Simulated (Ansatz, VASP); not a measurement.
**One calculation of La, two programs**

```
La
1.0
     5.95362    0.00000    0.00000
    -2.97681    5.15599    0.00000
     0.00000    0.00000    3.62334
La
3
Direct
  0.00000 0.00000 0.00000
  0.33333 0.66667 0.50000
  0.66667 0.33333 0.50000
```

Alike in both runs: functional PBE; k mesh 6 × 6 × 9; occupations fermi-dirac, width 0.05 eV; collinear spin.

Ansatz relaxed the structure, and its values are those at the end. VASP's run is a single point on that final structure, the one shown.

|  | VASP | Ansatz |
| --- | --- | --- |
| version | VASP 6.6.1 | Ansatz 0.2.0 |
| potentials or method | VASP PAW PBE potentials, release 64 (La), cutoff 520 eV | plane waves (420 eV) with PAW, scalar-relativistic |
| valence electrons in the cell | 33 | 33 |

VASP gave:

```
pressure (GPa)           : 0.1
net moment per atom (μB) : 0.00
```

Q: What did Ansatz give for the same quantities?

A: Pressure (GPa): 0.0; net moment per atom (μB): 0.00.

The functional is the same, so the differences come from potentials, cutoffs and numerics. Ansatz's warnings: seeded moment not kept.

Neither program's run includes spin-orbit coupling.
